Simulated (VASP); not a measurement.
A run of VASP 6.6.1:

Contents of INCAR:

```
  PREC = Accurate
  ENCUT = 520
  EDIFF = 1E-6
  ISMEAR = 1
  SIGMA = 0.05
  LREAL = False
  LASPH = True
  NELM = 150
  ALGO = Normal
  ISIF = 2
  LWAVE = False
  LCHARG = True
  ISPIN = 2
  MAGMOM = 7 -7 0 0 0 0
  LORBIT = 11
  LMAXMIX = 6
  LDAU = True
  LDAUTYPE = 2
  LDAUL = 3 -1
  LDAUU = 1 0
  LDAUJ = 0 0
  LDAUPRINT = 1
  GGA = CA
  LELF = True
  LVHAR = True
  NBANDS = 43
```

The input KPOINTS:

```
Automatic mesh
0
Gamma
  7 7 4
```

The input POSCAR:

```
GdO2
1.0
    3.3733800000      0.0000000000      0.0000000000
    0.0000000000      3.3733800000      0.0000000000
    0.0000000000      0.0000000000      6.4654440000
Gd O
2 4
Direct
    0.0000000000      0.5000000000      0.7321130000
    0.5000000000      0.0000000000      0.2678870000
    0.0000000000      0.0000000000      0.0000000000
    0.5000000000      0.5000000000      0.0000000000
    0.5000000000      0.0000000000      0.6354200000
    0.0000000000      0.5000000000      0.3645800000
```

Potentials or basis: VASP PAW PBE potentials, release 64 (Gd, O).

The run is started by

```bash
$ cat potpaw_PBE.64/Gd/POTCAR potpaw_PBE.64/O/POTCAR > POTCAR
$ mpirun -np 1 vasp_std > vasp.out
```

Hardware: 1 thread of Intel(R) Xeon(R) Platinum 8175M CPU @ 2.50GHz (Skylake/Cascade Lake) (shared host).

How long does it take, and how much memory?

Run time: 49 min on 1 thread of Intel(R) Xeon(R) Platinum 8175M CPU @ 2.50GHz (Skylake/Cascade Lake) (shared host), peak memory 0.28 GiB. Counts: scf iterations 116, k points 30.
